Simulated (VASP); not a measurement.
# SiC4 (R-3m) in VASP: a series of runs

SiC4 is run at these levels: PBE; tasks: single point, relaxation of cell and atoms.

All numbers are computed with VASP 6.6.1; they aren't measurements. Logs are shortened: lines on timing, memory, paths and dates and some standing lists are left out, and cuts for length are marked.

## Step 1: The cell of the first run

The structure is trigonal, space group R-3m (No. 166). The conventional cell has a = 3.376 Å, b = 3.376 Å, c = 16.540 Å, α = 90.00°, β = 90.00°, γ = 120.00°. Si (site symmetry -3m) has 8 C at 2.07 Å within 2.7 Å. Within 2.7 Å of C (site symmetry 3m) lie 3 Si at 2.07 Å and 6 C at 2.39 Å. C (site symmetry 3m) has 1 Si at 2.07 Å and 6 C at 2.39 Å within 2.7 Å.

## Step 2: Single point, PBE (atoms taken out)

INCAR reads:

```
SYSTEM = SiC4
  PREC = Accurate
  ENCUT = 520
  EDIFF = 1E-6
  ISMEAR = 0
  SIGMA = 0.1
  LREAL = .FALSE.
  LASPH = .TRUE.
  NELM = 100
  ALGO = Normal
  ISIF = 2
  LWAVE = .FALSE.
  LCHARG = .FALSE.
  GGA = PE
  NBANDS = 18
```

KPOINTS reads:

```
regular mesh
0
G
  6 6 6
  0 0 0
```

POSCAR reads:

```
SiC4
1.0
    1.6881273200      0.9746407600      5.5134007400
   -1.6881273200      0.9746407600      5.5134007400
    0.0000000000     -1.9492815300      5.5134007400
Si C
1 4
Direct
    0.0000000000      0.0000000000      0.0000000000
    0.6250000000      0.6250000000      0.6250000000
    0.1250000000      0.1250000000      0.1250000000
    0.8750000000      0.8750000000      0.8750000000
    0.3750000000      0.3750000000      0.3750000000
```

Potentials or basis: VASP PAW PBE potentials, release 64 (Si, C).

Launch:

```bash
> cat potpaw_PBE.64/Si/POTCAR potpaw_PBE.64/C/POTCAR > POTCAR
> mpirun -np 1 vasp_std > vasp.out
```

OUTCAR:

```text
SYSTEM = SiC4
   PREC = Accurate
   ENCUT = 520
   EDIFF = 1E-6
   ISMEAR = 0
   LREAL = .FALSE.
   LASPH = .TRUE.
   NELM = 100
   ISIF = 2
   GGA = PE

 ion  position               nearest neighbor table
   1  0.000  0.000  0.000-   3 2.07   4 2.07   2 2.07   2 2.07   5 2.07   5 2.07   2 2.07   5 2.07

   2  0.625  0.625  0.625-   1 2.07   1 2.07   1 2.07
   3  0.125  0.125  0.125-   1 2.07
   4  0.875  0.875  0.875-   1 2.07
   5  0.375  0.375  0.375-   1 2.07   1 2.07   1 2.07

  LATTYP: Found a trigonal (rhomboedric) cell.
 ALAT       =     5.8478445755
 COS(alpha) =     0.8333333332

  Lattice vectors:

 A1 = (   1.6881273200,   0.9746407600,   5.5134007400)
 A2 = (  -1.6881273200,   0.9746407600,   5.5134007400)
 A3 = (   0.0000000000,  -1.9492815300,   5.5134007400)

Analysis of symmetry for initial positions (statically):
=====================================================================
 Subroutine PRICEL returns:
 Original cell was already a primitive cell.

 Routine SETGRP: Setting up the symmetry group for a
 trigonal (rhombohedral) supercell.

 Subroutine GETGRP returns: Found 12 space group operations
 (whereof 12 operations were pure point group operations)
 out of a pool of 12 trial point group operations.

The static configuration has the point symmetry D_3d.

Analysis of symmetry for dynamics (positions and initial velocities):
=====================================================================
 Subroutine PRICEL returns:
 Original cell was already a primitive cell.

 Routine SETGRP: Setting up the symmetry group for a
 trigonal (rhombohedral) supercell.

 Subroutine GETGRP returns: Found 12 space group operations
 (whereof 12 operations were pure point group operations)
 out of a pool of 12 trial point group operations.

The dynamic configuration has the point symmetry D_3d.

 Subroutine INISYM returns: Found 12 space group operations
 (whereof 12 operations are pure point group operations),
 and found     1 'primitive' translations

----------------------------------------------------------------------------------------

                                     Primitive cell

  volume of cell :      54.4278

  direct lattice vectors                    reciprocal lattice vectors
     1.688127320  0.974640760  5.513400740     0.296186191  0.171003177  0.060458753
    -1.688127320  0.974640760  5.513400740    -0.296186191  0.171003177  0.060458753
     0.000000000 -1.949281530  5.513400740     0.000000000 -0.342006353  0.060458753

  length of vectors
     5.847844576  5.847844576  5.847844578     0.347309094  0.347309094  0.347309094

  position of ions in fractional coordinates (direct lattice)
     0.000000000  0.000000000  0.000000000
     0.625000000  0.625000000  0.625000000
     0.125000000  0.125000000  0.125000000
     0.875000000  0.875000000  0.875000000
     0.375000000  0.375000000  0.375000000

  ion indices of the primitive-cell ions
   primitive index   ion index
                 1           1
                 2           2
                 3           3
                 4           4
                 5           5

----------------------------------------------------------------------------------------

 KPOINTS: regular mesh

Automatic generation of k-mesh.
 Grid dimensions read from file:
 generate k-points for:    6    6    6

 Generating k-lattice:

  Cartesian coordinates                     Fractional coordinates (reciprocal lattice)
     0.049364365  0.028500529  0.010076459     0.166666667  0.000000000  0.000000000
    -0.049364365  0.028500529  0.010076459     0.000000000  0.166666667  0.000000000
     0.000000000 -0.057001059  0.010076459     0.000000000  0.000000000  0.166666667

  Length of vectors
     0.057884849  0.057884849  0.057884849

  Shift w.r.t. Gamma in fractional coordinates (k-lattice)
     0.000000000  0.000000000  0.000000000

 Subroutine IBZKPT returns following result:
 ===========================================

 Found     32 irreducible k-points:

 Following reciprocal coordinates:
            Coordinates               Weight
  0.000000  0.000000  0.000000      1.000000
  0.166667  0.000000 -0.000000      6.000000
  0.333333 -0.000000 -0.000000      6.000000
  0.500000  0.000000  0.000000      3.000000
  0.166667  0.166667 -0.000000      6.000000
  0.333333  0.166667  0.000000     12.000000
[... 16 lines left out ...]
  0.500000  0.500000  0.166667      6.000000
 -0.333333  0.500000  0.166667     12.000000
 [... further k-points ...]
   k-points           NKPTS =     32   k-points in BZ     NKDIM =     32   number of bands    NBANDS=     18
   number of dos      NEDOS =    301   number of ions     NIONS =      5
   total plane-waves  NPLWV = 110592
   dimension x,y,z NGX =    48 NGY =   48 NGZ =   48
   dimension x,y,z NGXF=    96 NGYF=   96 NGZF=   96
   ions per type =               1   4
   NGX,Y,Z   is equivalent  to a cutoff of  13.65, 13.65, 13.65 a.u.
[... 102 lines left out ...]

 k-point     4 :       0.5000    0.0000    0.0000
  band No.  band energies     occupation
      1      -7.6141      2.00000
      2      -7.4194      2.00000
      3      -4.6218      2.00000
      4      -3.9591      2.00000
      5      -0.9618      2.00000
      6      -0.2692      2.00000
[... 10 lines left out ...]
     17      10.5151      0.00000
     18      14.2216      0.00000

 k-point     5 :       0.1667    0.1667   -0.0000
  band No.  band energies     occupation
      1     -10.6373      2.00000
      2      -6.4615      2.00000
      3      -4.8909      2.00000
      4      -1.3380      2.00000
      5       0.6472      2.00000
      6       1.0621      2.00000
[... 10 lines left out ...]
     17      11.4080      0.00000
     18      12.8967      0.00000

 k-point     6 :       0.3333    0.1667    0.0000
  band No.  band energies     occupation
      1      -9.8117      2.00000
      2      -6.1500      2.00000
      3      -4.4481      2.00000
      4      -2.8418      2.00000
      5      -1.5312      2.00000
      6       0.3657      2.00000
[... 10 lines left out ...]
     17      10.8914      0.00000
     18      13.0180      0.00000

 k-point     7 :       0.5000    0.1667   -0.0000
  band No.  band energies     occupation
      1      -8.2283      2.00000
      2      -6.1351      2.00000
      3      -5.2402      2.00000
      4      -3.9864      2.00000
      5      -1.6787      2.00000
      6      -0.0033      2.00000
[... 10 lines left out ...]
     17      10.8618      0.00000
     18      13.9446      0.00000

 k-point     8 :      -0.3333    0.1667    0.0000
  band No.  band energies     occupation
      1      -8.2888      2.00000
      2      -6.1194      2.00000
      3      -4.8062      2.00000
      4      -4.1791      2.00000
      5      -2.0910      2.00000
      6      -0.5186      2.00000
[... 10 lines left out ...]
     17      10.9494      0.00000
     18      14.2772      0.00000
[... 229 lines left out ...]
     17      11.1448      0.00000
     18      12.8913      0.00000

 k-point    20 :       0.5000    0.3333    0.1667
  band No.  band energies     occupation
      1      -9.7179      2.00000
      2      -6.7046      2.00000
      3      -3.8508      2.00000
      4      -3.0680      2.00000
      5      -0.8677      2.00000
      6       0.5964      2.00000
[... 10 lines left out ...]
     17      10.6529      0.00000
     18      12.6292      0.00000

 k-point    21 :      -0.3333    0.3333    0.1667
  band No.  band energies     occupation
      1      -8.1397      2.00000
      2      -6.1603      2.00000
      3      -5.5539      2.00000
      4      -3.9918      2.00000
      5      -1.0595      2.00000
      6      -0.0215      2.00000
[... 10 lines left out ...]
     17      10.6292      0.00000
     18      13.6398      0.00000

 k-point    22 :      -0.1667    0.3333    0.1667
  band No.  band energies     occupation
      1      -8.2708      2.00000
      2      -6.1238      2.00000
      3      -4.7406      2.00000
      4      -4.3557      2.00000
      5      -2.0359      2.00000
      6      -0.6475      2.00000
[... 10 lines left out ...]
     17      10.7708      0.00000
     18      14.1687      0.00000

 k-point    23 :       0.5000    0.5000    0.1667
  band No.  band energies     occupation
      1      -9.2935      2.00000
      2      -6.5934      2.00000
      3      -4.7066      2.00000
      4      -2.7121      2.00000
      5      -0.6951      2.00000
      6      -0.0611      2.00000
[... 10 lines left out ...]
     17       9.9771      0.00000
     18      14.5694      0.00000

 k-point    24 :      -0.3333    0.5000    0.1667
  band No.  band energies     occupation
      1      -8.1164      2.00000
      2      -6.1953      2.00000
      3      -5.5231      2.00000
      4      -4.0796      2.00000
      5      -1.2190      2.00000
      6       0.2000      2.00000
[... 10 lines left out ...]
     17      10.4810      0.00000
     18      13.6268      0.00000

 [... further k-points ...]
[... 5 lines left out ...]
  --------------------------------------------------------------------------------------
  -------------------------------------------------------------------------------------
  Total       -7.8945686     -7.8945686     -7.6746614      0.0000000      0.0000000      0.0000000
  in kB     -232.3905181   -232.3905185   -225.9171622      0.0000000      0.0000001      0.0000000
  external PRESSURE =    -230.2327329 kB  Pullay stress =       0.0000000 kB

 VOLUME and BASIS-vectors are now :
 -----------------------------------------------------------------------------
  energy-cutoff  :      520.00
  volume of cell :       54.43
      direct lattice vectors                 reciprocal lattice vectors
     1.688127320  0.974640760  5.513400740     0.296186191  0.171003177  0.060458753
    -1.688127320  0.974640760  5.513400740    -0.296186191  0.171003177  0.060458753
     0.000000000 -1.949281530  5.513400740     0.000000000 -0.342006353  0.060458753

 POSITION                                       TOTAL-FORCE (eV/Angst)
 -----------------------------------------------------------------------------------
      0.00000      0.00000      0.00000         0.000000      0.000000      0.000000
      0.00000     -0.00000     10.33763         0.000000      0.000000     -1.238805
      0.00000     -0.00000      2.06753         0.000000     -0.000000      0.639609
      0.00000     -0.00000     14.47268         0.000000      0.000000     -0.639609
      0.00000     -0.00000      6.20258         0.000000     -0.000000      1.238805
 -----------------------------------------------------------------------------------
    total drift:                               -0.000000     -0.000000      0.000000

  FREE ENERGIE OF THE ION-ELECTRON SYSTEM (eV)
  ---------------------------------------------------
  free  energy   TOTEN  =       -27.2079331901 eV

  energy  without entropy=      -27.2020913672  energy(sigma->0) =      -27.20501228
```

Run time: 40 s. Hardware: 1 thread of Intel Xeon 6975P-C (Granite Rapids), shared host; peak memory 0.3 GiB.

What came out:

| Quantity | Value |
| --- | --- |
| Free energy | -27.2079 eV |
| Pressure | -23.0 GPa |
| Largest force | 1.239 eV/Å |
| Band gap on the k mesh | zero (bands 10 and 11 overlap by 0.36 eV) |

Forces in eV/Å, atoms in the order of the input:
```
Si   0.000  0.000  0.000
C    0.000  0.000 -1.239
C    0.000  0.000  0.640
C    0.000  0.000 -0.640
C    0.000  0.000  1.239
```

Stress tensor (GPa, compression positive):
```
-23.24   0.00   0.00
  0.00 -23.24   0.00
  0.00   0.00 -22.59
```

Caveat: the k points lie up to 0.36 Å⁻¹ apart; the cell differs from its parent crystal (atoms taken out); semilocal functionals underestimate gaps, so a narrow gap can read as zero; forces of over 1 eV/Å act on the atoms, so gaps and moduli don't describe the material at rest.

## Step 3: Single point, PBE (atoms taken out)

INCAR reads:

```
SYSTEM = SiC4
PREC = Accurate
ENCUT = 520
EDIFF = 1E-7
ISMEAR = 0
SIGMA = 0.1
LREAL = .FALSE.
LASPH = .TRUE.
NELM = 80
ALGO = Normal
ISIF = 2
LWAVE = .FALSE.
LCHARG = .FALSE.
GGA = PE
NBANDS = 18
```

KPOINTS is that of step 2.

POSCAR reads:

```
SiC4
1.0
    1.3041803615      0.7529688799      9.4775156538
   -1.3041803615      0.7529688799      9.4775156538
    0.0000000000     -1.5059377684      9.4775156532
Si C
1 4
Direct
    0.0000000000      0.0000000000      0.0000000000
    0.6250806302      0.6250806302      0.6250806302
    0.1666647679      0.1666647679      0.1666647679
    0.8333352321      0.8333352321      0.8333352321
    0.3749193698      0.3749193698      0.3749193698
```

Potentials or basis: VASP PAW PBE potentials, release 64 (Si, C).

Launch:

```bash
> cat potpaw_PBE.64/Si/POTCAR potpaw_PBE.64/C/POTCAR > POTCAR
> mpirun -np 1 vasp_std > vasp.out
```

Run time: 2.8 min. Hardware: 1 thread of Intel Xeon 6975P-C (Granite Rapids), shared host; peak memory 0.66 GiB.

Results (log left out):

```yaml
Free_energy: -33.9169 eV
Pressure: 0.3 GPa
Largest_force: 0.024 eV/Å
Band_gap_on_the_k_mesh: zero (bands 10 and 11 overlap by 2.51 eV)
```

Forces on the atoms (eV/Å):
```
Si   0.000  0.000  0.000
C    0.000  0.000 -0.024
C    0.000  0.000  0.003
C    0.000  0.000 -0.003
C    0.000  0.000  0.024
```

Stress tensor (GPa, compression positive):
```
0.24 0.00 0.00
0.00 0.24 0.00
0.00 0.00 0.33
```

Levels at points of the mesh, in eV from the Fermi level:
| k point | band 6 | band 7 | band 8 | band 9 | band 10 | band 11 | band 12 | band 13 |
| --- | --- | --- | --- | --- | --- | --- | --- | --- |
| (0.00, 0.00, 0.00) | -3.08 | -3.08 | -0.92 | 2.00 | 2.00 | 2.84 | 2.84 | 6.15 |
| (0.50, 0.00, 0.00) | -6.12 | -5.95 | -1.95 | -1.05 | -0.94 | -0.20 | 1.25 | 1.78 |
| (0.50, 0.50, 0.00) | -6.12 | -5.95 | -1.95 | -1.09 | -0.94 | -0.14 | 1.25 | 1.76 |
| (0.50, 0.50, 0.50) | -3.08 | -3.08 | -1.13 | 2.00 | 2.00 | 2.84 | 2.84 | 7.09 |

Caveat: the k points lie up to 0.47 Å⁻¹ apart, too coarse for converged energies and pressures of a metal; the cell differs from its parent crystal (atoms taken out).

## Step 4: Relaxation of cell and atoms, PBE (atoms taken out)

INCAR reads:

```
ALGO = Normal
EDIFF = 1E-6
EDIFFG = -0.04
ENCUT = 600
GGA = PE
IBRION = 2
ISIF = 3
ISMEAR = 0
LASPH = T
LCHARG = F
LREAL = F
LWAVE = F
NELM = 80
NSW = 90
PREC = Accurate
SIGMA = 0.1
```

KPOINTS reads:

```
k-points
0
Gamma
  6 6 6
```

POSCAR reads:

```
SiC4
1.0
    1.6881273200      0.9746407600      5.5134007400
   -1.6881273200      0.9746407600      5.5134007400
    0.0000000000     -1.9492815300      5.5134007400
Si C
1 4
Direct
    0.0000000000      0.0000000000      0.0000000000
    0.6250000000      0.6250000000      0.6250000000
    0.1250000000      0.1250000000      0.1250000000
    0.8750000000      0.8750000000      0.8750000000
    0.3750000000      0.3750000000      0.3750000000
```

Launch:

```bash
> cat potpaw_PBE.64/Si/POTCAR potpaw_PBE.64/C/POTCAR > POTCAR
> mpirun -np 1 vasp_std > vasp.out
```

Wall time 20 min (1 thread of Intel Xeon 6975P-C (Granite Rapids), shared host); peak memory 0.38 GiB.

It converged, with:

| Quantity | Value |
| --- | --- |
| Free energy | -40.7593 eV |
| Relaxed volume | 7.31 Å³/atom |
| Relaxed cell | a = 6.702 Å, b = 6.702 Å, c = 6.702 Å, α = 21.85°, β = 21.85°, γ = 21.85° |
| Space group after relaxing (to 0.1 Å) | R-3m (No. 166) |
| Energy gained by relaxing | 2710.1 meV/atom |
| Ionic steps | 70 |
| Pressure after relaxing | -0.1 GPa |
| Largest force after relaxing | 0.018 eV/Å |
| Band gap on the k mesh | zero (bands 10 and 11 overlap by 5.14 eV) |

Forces on the atoms (eV/Å):
```
Si   0.000  0.000  0.000
C    0.000  0.000  0.018
C    0.000  0.000  0.001
C    0.000  0.000 -0.001
C    0.000  0.000 -0.018
```

Step by step:
| step | energy change (eV) | largest force (eV/Å) | pressure (GPa) | volume (Å³) |
| --- | --- | --- | --- | --- |
| 1 | 0.0000 | 1.2383 | -23.11 | 54.43 |
| 3 | -1.4450 | 3.4272 | 10.09 | 39.83 |
| 5 | -2.6258 | 0.6310 | 34.32 | 32.89 |
| 7 | -3.3497 | 0.4526 | -1.00 | 36.66 |
| 9 | -3.6671 | 0.7611 | -6.43 | 36.94 |
| 11 | -3.7541 | 0.5800 | -4.84 | 36.38 |
| 13 | -4.1432 | 2.6920 | 19.95 | 32.59 |
| 15 | -4.1629 | 2.8412 | 30.58 | 31.58 |
| 17 | -4.1718 | 2.8230 | 40.50 | 30.78 |
| 19 | -4.2037 | 2.6942 | 46.36 | 30.37 |
| 21 | -4.2507 | 2.4611 | 54.62 | 29.86 |
| 23 | -4.6108 | 2.2500 | 51.57 | 30.15 |
| 25 | -6.0005 | 1.5377 | 41.73 | 31.32 |
| 27 | -9.6558 | 10.9441 | 34.22 | 35.99 |
| 29 | -10.2621 | 6.6672 | 36.85 | 35.21 |
| 31 | -10.1749 | 10.4406 | 3.55 | 38.20 |
| 33 | -11.2323 | 6.8573 | 14.43 | 36.92 |
| 35 | -12.7425 | 1.2770 | -2.75 | 38.61 |
| 37 | -12.8060 | 0.5332 | -2.24 | 39.21 |
| 39 | -12.8269 | 0.4605 | -0.46 | 39.23 |
| 41 | -12.8538 | 0.3819 | 1.31 | 39.17 |
| 43 | -12.8683 | 0.3333 | -3.46 | 39.66 |
| 45 | -12.9590 | 0.4836 | -9.75 | 39.66 |
| 47 | -13.0279 | 1.2052 | -17.02 | 39.64 |
| 49 | -13.0345 | 1.3015 | -17.45 | 39.60 |
| 51 | -13.0449 | 1.4238 | -17.81 | 39.52 |
| 53 | -13.1094 | 1.3006 | -16.80 | 39.28 |
| 55 | -13.3159 | 1.2205 | -11.76 | 38.33 |
| 57 | -13.3924 | 2.0148 | -6.08 | 37.54 |
| 59 | -13.5079 | 0.5226 | -3.78 | 37.20 |
| 61 | -13.5216 | 0.6131 | -2.28 | 37.02 |
| 63 | -13.5307 | 0.5122 | -1.85 | 36.93 |
| 65 | -13.5262 | 0.3082 | 4.22 | 36.01 |
| 67 | -13.5492 | 0.1596 | 0.85 | 36.48 |
| 69 | -13.5505 | 0.0574 | -0.13 | 36.57 |
| 70 | -13.5505 | 0.0182 | -0.07 | 36.56 |

Final structure:
```yaml
crystal:
  lattice:
    - [1.27039, 0.73346, 6.53981]
    - [-1.27039, 0.73346, 6.53981]
    - [0.00000, -1.46692, 6.53981]
  atoms:
    - { symbol: Si, position: [0.00000, 0.00000, 0.00000] }
    - { symbol: C, position: [0.54080, 0.54080, 0.54080] }
    - { symbol: C, position: [0.10178, 0.10178, 0.10178] }
    - { symbol: C, position: [0.89822, 0.89822, 0.89822] }
    - { symbol: C, position: [0.45920, 0.45920, 0.45920] }
```

Levels at points of the mesh, in eV from the Fermi level:
| k point | band 8 | band 9 | band 10 | band 11 | band 12 | band 13 |
| --- | --- | --- | --- | --- | --- | --- |
| (0.00, 0.00, 0.00) | -1.58 | -1.58 | 2.27 | 5.77 | 6.05 | 6.05 |
| (0.50, 0.00, 0.00) | -4.85 | -4.57 | -2.49 | 0.50 | 3.38 | 4.90 |
| (0.50, 0.50, 0.00) | -5.14 | -4.85 | -4.55 | 1.70 | 4.67 | 5.61 |
| (0.50, 0.50, 0.50) | -1.86 | -1.59 | -1.59 | 6.11 | 6.11 | 7.26 |

Caveat: the k points lie up to 0.48 Å⁻¹ apart in the final cell, too coarse for converged energies and pressures of a metal; the cell differs from its parent crystal (atoms taken out); the volume moved by over 15 % at a fixed basis, so the end points are rough.

## Step 5: Overview

| task | cell | cutoff (eV) | gap on the mesh (eV) | pressure (GPa) | largest force (eV/Å) |
| --- | --- | --- | --- | --- | --- |
| single point | a = 5.848 Å, angles 33.6°, 5 atoms, atomic positions A | 520 | none | -23.0 | 1.24 |
| single point | a = 9.596 Å, angles 15.6°, 5 atoms, atomic positions B | 520 | none | 0.3 | 0.02 |
| relaxation of cell and atoms | relaxed from a = 5.848 Å, angles 33.6°, 5 atoms, atomic positions A | 600 | none | -0.1 | 0.02 |

Alike in all rows: level PBE; potentials or basis VASP PAW PBE potentials, release 64 (Si, C); no spin polarisation; k mesh 6 × 6 × 6; smearing gaussian 0.1 eV.

Caveats: all runs use coarse meshes; semilocal functionals underestimate gaps, so a narrow gap can read as zero (at least some runs); forces of over 1 eV/Å act on the atoms, so gaps and moduli don't describe the material at rest (at least some runs); the volume moved by over 15 % at a fixed basis, so the end points are rough (at least some runs).

Absolute energies hang on the potentials; compare differences alone.
